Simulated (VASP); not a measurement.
Sn, 2 atoms in the cell. The structure is cubic, space group Fd-3m (No. 227). Conventional cell: a = 6.562 Å, b = 6.562 Å, c = 6.562 Å, α = 90.00°, β = 90.00°, γ = 90.00°. Sn (site symmetry -43m) has 4 Sn at 2.84 Å within 3.7 Å. This isn't the form of Sn at room conditions, which is tetragonal (white tin).

- Program: VASP 6.6.1
- Task: single point
- Functional: RPBE
- Dispersion: D4
- Potentials or basis: VASP PAW PBE potentials, release 64 (Sn_d)
- Cutoff: 520 eV
- k mesh: 7 × 7 × 7
- Occupations: fermi-dirac, width 0.05 eV
- Spin: no spin polarisation
- Dipole correction: no
- Further INCAR settings: ALGO = Normal; EDIFF = 1e-07; NBANDS = 21

Potentials or basis: VASP PAW PBE potentials, release 64 (Sn_d).

Launch:

```console
$ cat potpaw_PBE.64/Sn_d/POTCAR > POTCAR
$ mpirun -np 1 vasp_std > vasp.out
```

Hardware: 1 thread of Intel Xeon 8259CL, with other jobs on the host.

Question: How long does it take, and how much memory?

Answer: Wall time 50 s on 1 thread of Intel Xeon 8259CL (shared host), peak memory 0.2 GiB. Counts: scf iterations 13, k points 20.
